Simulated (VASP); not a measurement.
# Na (Pm-3m) in VASP: notebook

Runs on Na. Level: RPBE. Tasks: single point.

All numbers are computed with VASP 6.6.1; they aren't measurements. Logs are shortened: lines on timing, memory, paths and dates and some standing lists are left out, and cuts for length are marked.

**1. The cell of the first run**

The structure is cubic, space group Pm-3m (No. 221). The conventional cell has a = 3.393 Å, b = 3.393 Å, c = 3.393 Å, α = 90.00°, β = 90.00°, γ = 90.00°. Within 4.5 Å of Na (site symmetry m-3m) lie 6 Na at 3.39 Å.

**2. Single point, RPBE (volume scaled by 0.92)**

File INCAR:

```
ALGO     = Normal         # electronic algorithm
EDIFF    = 1E-6           # SCF threshold, eV
ENCUT    = 520            # plane-wave cutoff, eV
GGA      = RP             # functional
ISIF     = 2              # what is computed and relaxed
ISMEAR   = -1             # smearing method
LASPH    = T              # aspherical terms in the spheres
LCHARG   = F              # write CHGCAR
LREAL    = F              # projectors in reciprocal space
LWAVE    = F              # write WAVECAR
NBANDS   = 10             # bands
NELM     = 60             # most SCF steps
PREC     = Accurate       # precision mode
SIGMA    = 0.1            # smearing width, eV
```

File KPOINTS:

```
k-points
0
Gamma
  10 10 10
```

File POSCAR:

```
Na
1.0
    3.3933461181      0.0000000000      0.0000000000
    0.0000000000      3.3933461181      0.0000000000
    0.0000000000      0.0000000000      3.3933461181
Na
1
Direct
    0.0000000000      0.0000000000      0.0000000000
```

Potentials or basis: VASP PAW PBE potentials, release 64 (Na_pv).

Command:

```sh
$ cat potpaw_PBE.64/Na_pv/POTCAR > POTCAR
$ mpirun -np 1 vasp_std > vasp.out
```

OUTCAR:

```text
EDIFF = 1E-6
   ENCUT = 520
   GGA = RP
   ISIF = 2
   ISMEAR = -1
   LASPH = T
   LREAL = F
   NELM = 60
   PREC = Accurate

 ion  position               nearest neighbor table
   1  0.000  0.000  0.000-

  LATTYP: Found a simple cubic cell.
 ALAT       =     3.3933461181

  Lattice vectors:

 A1 = (   3.3933461181,   0.0000000000,   0.0000000000)
 A2 = (   0.0000000000,   3.3933461181,   0.0000000000)
 A3 = (   0.0000000000,   0.0000000000,   3.3933461181)

Analysis of symmetry for initial positions (statically):
=====================================================================
 Subroutine PRICEL returns:
 Original cell was already a primitive cell.

 Routine SETGRP: Setting up the symmetry group for a
 simple cubic supercell.

 Subroutine GETGRP returns: Found 48 space group operations
[... 9 lines left out ...]

 Routine SETGRP: Setting up the symmetry group for a
 simple cubic supercell.

 Subroutine GETGRP returns: Found 48 space group operations
[... 11 lines left out ...]
                                     Primitive cell

  volume of cell :      39.0737

  direct lattice vectors                    reciprocal lattice vectors
     3.393346118  0.000000000  0.000000000     0.294694371  0.000000000  0.000000000
     0.000000000  3.393346118  0.000000000     0.000000000  0.294694371  0.000000000
     0.000000000  0.000000000  3.393346118     0.000000000  0.000000000  0.294694371

  length of vectors
     3.393346118  3.393346118  3.393346118     0.294694371  0.294694371  0.294694371

  position of ions in fractional coordinates (direct lattice)
     0.000000000  0.000000000  0.000000000

  ion indices of the primitive-cell ions
   primitive index   ion index
                 1           1

----------------------------------------------------------------------------------------

 KPOINTS: k-points

Automatic generation of k-mesh.
 Grid dimensions read from file:
 generate k-points for:   10   10   10

 Generating k-lattice:

  Cartesian coordinates                     Fractional coordinates (reciprocal lattice)
     0.029469437  0.000000000  0.000000000     0.100000000  0.000000000  0.000000000
     0.000000000  0.029469437  0.000000000     0.000000000  0.100000000  0.000000000
     0.000000000  0.000000000  0.029469437     0.000000000  0.000000000  0.100000000

  Length of vectors
[... 49 lines left out ...]
   ISPIN  =      1    spin polarized calculation?
   LNONCOLLINEAR =      F non collinear calculations
   LSORBIT =      F    spin-orbit coupling
   LASPH  =      T    aspherical Exc in radial PAW
   ENCUT  =  520.0 eV  38.22 Ry    6.18 a.u.   6.31  6.31  6.31*2*pi/ulx,y,z
   NELM   =     60;   NELMIN=  2; NELMDL= -5     # of ELM steps
   EDIFF  = 0.1E-05   stopping-criterion for ELM
   LREAL  =      F    real-space projection
   EDIFFG = 0.1E-04   stopping-criterion for IOM
   NSW    =      0    number of steps for IOM
   IBRION =     -1    ionic relax: 0-MD 1-quasi-New 2-CG
   NFREE  =      0    steps in history (QN), initial steepest desc. (CG)
   ISIF   =      2    stress and relaxation
   ISYM   =      2    0-nonsym 1-usesym 2-fastsym
   POTIM  = 0.5000    time-step for ionic-motion
   TEBEG  =    0.0;   TEEND  =   0.0 temperature during run
   PSTRESS=    0.0 pullay stress
   NELECT =       7.0000    total number of electrons
   NUPDOWN=      -1.0000    fix difference up-down
   EMIN   =  10.00;   EMAX   =-10.00  energy-range for DOS
   EFERMI =   0.00;   METHOD = LEGACY
   ISMEAR =    -1;   SIGMA  =   0.10  broadening in eV -4-tet -1-fermi 0-gaus
   EFERMI_NEDOS =   21; number of points for ismear=-14 and -15
   IALGO  =     38    algorithm
   IMIX   =      4    mixing-type and parameters
     AMIX     =   0.40;   BMIX     =  1.00
     AMIX_MAG =   1.60;   BMIX_MAG =  1.00
  volume/ion in A,a.u.               =      39.07       263.68
  Fermi-wavevector in a.u.,A,eV,Ry     =   0.922882  1.743993 11.588226  0.851711
  Thomas-Fermi vector in A             =   2.048457
   LORBIT       =      0    0 simple, 1 ext, 2 COOP (PROOUT), +10 PAW based schemes
   GGA     = RP    functional components
   LHFCALC =     F    Hartree Fock is set to
   AEXX    =    0.0000 exact exchange contribution
   IVDW    =     0    specifies the selected vdW correction
   LEPSILON=     F    determine dielectric tensor
   LRPA    =     F    only Hartree local field effects (RPA)
 non-spin polarized calculation
  energy-cutoff  :      520.00
  volume of cell :       39.07
 maximum number of plane-waves:      1068
 NGX is ok and might be reduce to    28
   NGX = 13   NGY = 13   NGZ = 13

 number of electron       7.0000012 magnetization

 Free energy of the ion-electron system (eV)
  ---------------------------------------------------
  ext. energy  EPLUGINS =         0.00000000
  ---------------------------------------------------
  free energy    TOTEN  =        -1.08263092 eV

  energy without entropy =       -1.06672590  energy(sigma->0) =       -1.07467841

 E-fermi :   0.3625     XC(G=0):  -6.2476

 val. band max:        0.3116752996   @ k =   0.5000   0.0000   0.0000
 cond. band min:       0.4189021431   @ k =   0.4000   0.3000   0.0000
 fundamental gap:      0.1072268436
 Fermi energy:         0.3624690366

 k-point     1 :       0.0000    0.0000    0.0000
  band No.  band energies     occupation
      1     -24.8085      2.00000
      2     -24.8085      2.00000
      3     -24.8085      2.00000
      4      -2.8581      2.00000
      5       8.5963      0.00000
      6       8.5963      0.00000
      7       9.9418      0.00000
      8       9.9418      0.00000
      9       9.9418      0.00000
     10      12.7927      0.00000
[... 287 lines left out ...]
 k-point    24 :       0.3000    0.1000    0.1000
  band No.  band energies     occupation
      1     -24.8394      2.00000
      2     -24.8102      2.00000
      3     -24.8098      2.00000
      4      -1.3926      2.00000
      5       3.6888      0.00000
      6       8.0982      0.00000
      7       9.3229      0.00000
      8      12.4249      0.00000
      9      13.7797      0.00000
     10      13.8252      0.00000

 [... further k-points ...]
[... 5 lines left out ...]
  --------------------------------------------------------------------------------------
  -------------------------------------------------------------------------------------
  Total        0.1413445      0.1413445      0.1413445      0.0000000      0.0000000      0.0000000
  in kB        5.7956874      5.7956874      5.7956874      0.0000000      0.0000000      0.0000000
  external PRESSURE =       5.7956874 kB  Pullay stress =       0.0000000 kB

 VOLUME and BASIS-vectors are now :
 -----------------------------------------------------------------------------
  energy-cutoff  :      520.00
  volume of cell :       39.07
      direct lattice vectors                 reciprocal lattice vectors
     3.393346118  0.000000000  0.000000000     0.294694371  0.000000000  0.000000000
     0.000000000  3.393346118  0.000000000     0.000000000  0.294694371  0.000000000
     0.000000000  0.000000000  3.393346118     0.000000000  0.000000000  0.294694371

 POSITION                                       TOTAL-FORCE (eV/Angst)
 -----------------------------------------------------------------------------------
      0.00000      0.00000      0.00000         0.000000      0.000000      0.000000
 -----------------------------------------------------------------------------------
    total drift:                               -0.000000     -0.000000     -0.000000

  FREE ENERGIE OF THE ION-ELECTRON SYSTEM (eV)
  ---------------------------------------------------
  free  energy   TOTEN  =        -1.0826309227 eV

  energy  without entropy=       -1.0667259023  energy(sigma->0) =       -1.07467841
```

It took 14 s on 1 thread of Intel Xeon Platinum 8488C (Sapphire Rapids), shared host; peak memory 0.15 GiB.

Results:

```
Free energy : -1.0826 eV
Pressure    : 0.6 GPa
```

Caveat: the cell differs from its parent crystal (volume scaled by 0.92); the PAW data sets were made with another functional, which shifts forces and pressure a little.

**3. Single point, RPBE (volume scaled by 0.96)**

File INCAR:

```
PREC = Accurate ; ENCUT = 520
EDIFF = 1E-6 ; ISMEAR = -1
SIGMA = 0.1 ; LREAL = F
LASPH = T ; NELM = 80
ALGO = Normal ; ISIF = 2
LWAVE = F ; LCHARG = F
GGA = RP ; NBANDS = 10
```

File KPOINTS:

```
regular mesh
0
Gamma
  10 10 10
```

File POSCAR:

```
Na
1.0
    3.4418290415      0.0000000000      0.0000000000
    0.0000000000      3.4418290415      0.0000000000
    0.0000000000      0.0000000000      3.4418290415
Na
1
Direct
    0.0000000000      0.0000000000      0.0000000000
```

Potentials or basis: VASP PAW PBE potentials, release 64 (Na_pv).

Command:

```sh
$ cat potpaw_PBE.64/Na_pv/POTCAR > POTCAR
$ mpirun -np 1 vasp_std > vasp.out
```

It took 12 s on 1 thread of Intel Xeon Platinum 8488C (Sapphire Rapids), shared host; peak memory 0.16 GiB.

Results (log left out):

```yaml
Free_energy: -1.0868 eV
Pressure: 0.3 GPa
```

Levels at points of the mesh, in eV from the Fermi level:
```tsv
k point	band 1	band 2	band 3	band 4	band 5	band 6
(0.00, 0.00, 0.00)	-25.19	-25.19	-25.19	-3.13	8.05	8.05
(0.50, 0.00, 0.00)	-25.23	-25.19	-25.19	-0.03	0.15	10.33
(0.50, 0.50, 0.00)	-25.23	-25.23	-25.19	2.87	2.87	3.04
(0.50, 0.50, 0.50)	-25.22	-25.22	-25.22	5.67	5.67	5.67
```

Caveat: the cell differs from its parent crystal (volume scaled by 0.96); the PAW data sets were made with another functional, which shifts forces and pressure a little.

**4. Single point, RPBE**

This run uses another cell than the first one, of 42.47 Å³/atom, 1.087 times its volume.

File INCAR:

```
SYSTEM = Na
PREC     = Accurate       ! precision mode
ENCUT    = 520            ! plane-wave cutoff, eV
EDIFF    = 1E-6           ! SCF threshold, eV
ISMEAR   = -1             ! smearing method
SIGMA    = 0.1            ! smearing width, eV
LREAL    = .False.        ! projectors in reciprocal space
LASPH    = .True.         ! aspherical terms in the spheres
NELM     = 60             ! most SCF steps
ALGO     = Normal         ! electronic algorithm
ISIF     = 2              ! what is computed and relaxed
LWAVE    = .False.        ! write WAVECAR
LCHARG   = .False.        ! write CHGCAR
GGA      = RP             ! functional
NBANDS   = 10             ! bands
```

File KPOINTS:

```
Automatic mesh
0
Gamma
  10 10 10
  0 0 0
```

File POSCAR:

```
Na
1.0
    3.4889832441      0.0000000000      0.0000000000
    0.0000000000      3.4889832441      0.0000000000
    0.0000000000      0.0000000000      3.4889832441
Na
1
Direct
    0.0000000000      0.0000000000      0.0000000000
```

Command:

```sh
$ cat potpaw_PBE.64/Na_pv/POTCAR > POTCAR
$ mpirun -np 1 vasp_std > vasp.out
```

Wall time 8.6 s (1 thread of Intel Xeon Platinum 8488C (Sapphire Rapids), shared host); peak memory 0.16 GiB.

Results (log left out):

```yaml
Free_energy: -1.0880 eV
Pressure: 0.0 GPa
```

Levels at points of the mesh, in eV from the Fermi level:
```
           k point  band 1  band 2  band 3  band 4  band 5  band 6
(0.00, 0.00, 0.00)  -25.21  -25.21  -25.21   -3.05    7.88    7.88
(0.50, 0.00, 0.00)  -25.25  -25.21  -25.21   -0.01    0.13   10.10
(0.50, 0.50, 0.00)  -25.25  -25.25  -25.21    2.79    2.79    3.02
(0.50, 0.50, 0.50)  -25.24  -25.24  -25.24    5.57    5.57    5.57
```

Caveat: the PAW data sets were made with another functional, which shifts forces and pressure a little.

**5. Single point, RPBE (volume scaled by 1.04)**

File INCAR:

```
SYSTEM = Na
PREC = Accurate
ENCUT = 520
EDIFF = 1E-6
ISMEAR = -1
SIGMA = 0.1
LREAL = .False.
LASPH = .True.
NELM = 60
ALGO = Normal
ISIF = 2
LWAVE = .False.
LCHARG = .False.
GGA = RP
NBANDS = 10
```

File KPOINTS:

```
regular mesh
0
Gamma
  10 10 10
  0 0 0
```

File POSCAR:

```
Na
1.0
    3.5348961836      0.0000000000      0.0000000000
    0.0000000000      3.5348961836      0.0000000000
    0.0000000000      0.0000000000      3.5348961836
Na
1
Direct
    0.0000000000      0.0000000000      0.0000000000
```

Command:

```sh
$ cat potpaw_PBE.64/Na_pv/POTCAR > POTCAR
$ mpirun -np 1 vasp_std > vasp.out
```

It took 11 s on 1 thread of Intel Xeon Platinum 8488C (Sapphire Rapids), shared host; peak memory 0.15 GiB.

The run converged. Its results:

- Free energy: -1.0870 eV
- Pressure: -0.1 GPa

Levels at points of the mesh, in eV from the Fermi level:
```tsv
k point	band 1	band 2	band 3	band 4	band 5	band 6	band 7
(0.00, 0.00, 0.00)	-25.23	-25.23	-25.23	-2.97	7.73	7.73	8.81
(0.50, 0.00, 0.00)	-25.27	-25.23	-25.23	0.01	0.10	9.88	11.14
(0.50, 0.50, 0.00)	-25.26	-25.26	-25.23	2.72	2.72	2.99	3.59
(0.50, 0.50, 0.50)	-25.26	-25.26	-25.26	5.48	5.48	5.48	5.48
```

Caveat: the cell differs from its parent crystal (volume scaled by 1.04); the PAW data sets were made with another functional, which shifts forces and pressure a little.

**6. The runs side by side**

| cell | gap on the mesh (eV) | pressure (GPa) |
| --- | --- | --- |
| a = 3.393 Å, 1 atom | none | 0.6 |
| a = 3.442 Å, 1 atom | none | 0.3 |
| a = 3.489 Å, 1 atom | none | 0.0 |
| a = 3.535 Å, 1 atom | none | -0.1 |

Alike in all rows: task single point; level RPBE; potentials or basis VASP PAW PBE potentials, release 64 (Na_pv); no spin polarisation; k mesh 10 × 10 × 10; cutoff (eV) 520; smearing fermi-dirac 0.1 eV.

Caveats: the PAW data sets were made with another functional, which shifts forces and pressure a little.

Total energies depend on the potentials used, so only differences within one code and one set of settings carry meaning.
